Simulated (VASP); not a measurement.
Input of a VASP 6.6.1 run:

File INCAR:

```
SYSTEM = BP
PREC = Accurate
ENCUT = 500
EDIFF = 1E-6
ISMEAR = 0
SIGMA = 0.1
LREAL = .False.
LASPH = .True.
NELM = 120
ALGO = Normal
ISIF = 2
LWAVE = .False.
LCHARG = .True.
GGA = CA
LELF = .True.
LVHAR = .True.
NBANDS = 11
GGA_COMPAT = .False.
```

File KPOINTS:

```
regular mesh
0
Gamma
  8 8 8
  0 0 0
```

The input POSCAR:

```
BP
1.0
    0.0000000000      2.2660723800      2.2660723800
    2.2660723800      0.0000000000      2.2660723800
    2.2660723800      2.2660723800      0.0000000000
B P
1 1
Direct
    0.0000000000      0.0000000000      0.0000000000
    0.7500000000      0.7500000000      0.7500000000
```

Potentials or basis: VASP PAW LDA potentials, release 64 (B, P).

Run with:

```console
$ cat potpaw_LDA.64/B/POTCAR potpaw_LDA.64/P/POTCAR > POTCAR
$ mpirun -np 1 vasp_std > vasp.out
```

Q: Estimate the pressure.

A: -4.7 GPa.

Q: What does it give for the band gap on the k mesh?

A: 1.21 eV, indirect (least direct gap 3.38 eV).

A k mesh can miss the band edges. LDA gaps usually lie below the measured ones, often by a third to a half.
